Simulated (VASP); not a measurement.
A run of VASP 6.6.1:

File INCAR:

```
PREC = Accurate
ENCUT = 520
EDIFF = 1E-7
ISMEAR = 0
SIGMA = 0.1
LREAL = False
LASPH = True
NELM = 100
ALGO = Normal
ISIF = 2
LWAVE = False
LCHARG = True
GGA = PE
LELF = True
LVHAR = True
NBANDS = 31
```

KPOINTS

```
Automatic mesh
0
Gamma
  4 4 4
```

POSCAR

```
Bi3H
1.0
    4.5809028763      0.0000000000      0.0000000000
    0.0000000000      4.5809028763      0.0000000000
    0.0000000000      0.0000000000      4.5809028763
Bi H
3 1
Direct
    0.0000000000      0.5000000000      0.5000000000
    0.5000000000      0.0000000000      0.5000000000
    0.5000000000      0.5000000000      0.0000000000
    0.0000000000      0.0000000000      0.0000000000
```

Potentials or basis: VASP PAW PBE potentials, release 64 (Bi_d, H).

Launch:

```console
$ cat potpaw_PBE.64/Bi_d/POTCAR potpaw_PBE.64/H/POTCAR > POTCAR
$ mpirun -np 1 vasp_std > vasp.out
```

Hardware: 1 thread of Oxide Virtual Turin-like Processor (shared host).

Estimate the wall time of this run.

It took 84 s on 1 thread of Oxide Virtual Turin-like Processor, with other jobs on the host, peak memory 0.17 GiB. Counts: scf iterations 18, k points 10.
